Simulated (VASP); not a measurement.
ZnS:

```
Zn S
1.0
     3.80545    0.00000    0.00000
    -1.90273    3.29562    0.00000
     0.00000    0.00000    6.24399
Zn S
2 2
Direct
  0.33333 0.66667 0.00034
  0.66667 0.33333 0.50034
  0.33333 0.66667 0.37466
  0.66667 0.33333 0.87466
```

Base run:

- Program: VASP 6.6.1
- Functional: PBE
- Potentials or basis: VASP PAW PBE potentials, release 64 (Zn, S)
- Cutoff: 520 eV
- k mesh: 6 × 6 × 4
- Occupations: gaussian, width 0.01 eV
- Spin: no spin polarisation

Its results: band gap on the k mesh 2.22 eV, direct; pressure 2.4 GPa; largest force 0.005 eV/Å.

Problem. The run is repeated on the same cell with these changes: functional from PBE to r2SCAN; cutoff from 520 eV to 550 eV; k mesh from 6 × 6 × 4 to 6 × 6 × 2. What comes out?

Solution. Band gap on the k mesh 2.79 eV, direct; pressure 0.1 GPa; largest force 0.004 eV/Å.

Several settings changed at once, so the effect can't be laid on one alone.

Caveats: some runs use coarse meshes; the PAW data sets were made with another functional, which shifts forces and pressure a little (some runs).

